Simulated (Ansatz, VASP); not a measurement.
# KTaO3 in VASP and in Ansatz

```
K Ta O
1.0
     4.33728    0.00000    0.00000
     0.00000    3.98830    0.00000
     0.00000    0.00000    3.98830
K Ta O
1 1 3
Direct
  0.50000 0.50000 0.50000
  0.00000 0.00000 0.00000
  0.50000 0.00000 0.00000
  0.00000 0.50000 0.00000
  0.00000 0.00000 0.50000
```

Change from the starting cell: strain +0.0875 x Voigt [1, 0, 0, 0, 0, 0], atoms carried along.

Alike in both runs: task single point; functional r2SCAN; k mesh 6 × 6 × 6; occupations gaussian, width 0.05 eV; no spin polarisation.

|  | VASP | Ansatz |
| --- | --- | --- |
| version | VASP 6.6.1 | Ansatz 0.2.0 |
| potentials or method | VASP PAW PBE potentials, release 64 (K_sv, Ta_pv, O), cutoff 520 eV | scalar-relativistic, plane waves, PAW |
| valence electrons in the cell | 38 | 40 |

```tsv
	VASP	Ansatz	Ansatz less VASP
gap on the k mesh at the Fermi level (eV)	2.25	2.27	+0.023
least direct gap on the mesh (eV)	2.73	2.75	+0.017
pressure (GPa)	-11.6	-12.3	-0.66
traceless stress, the component that is largest in VASP (GPa)	-13.51	-13.34	+0.166
```

VASP's potentials were made for PBE, not for r2SCAN. VASP's potentials hold 38 valence electrons a cell and Ansatz's 40, so a difference there can come from the potentials and not from the codes.

Neither program's run includes spin-orbit coupling.
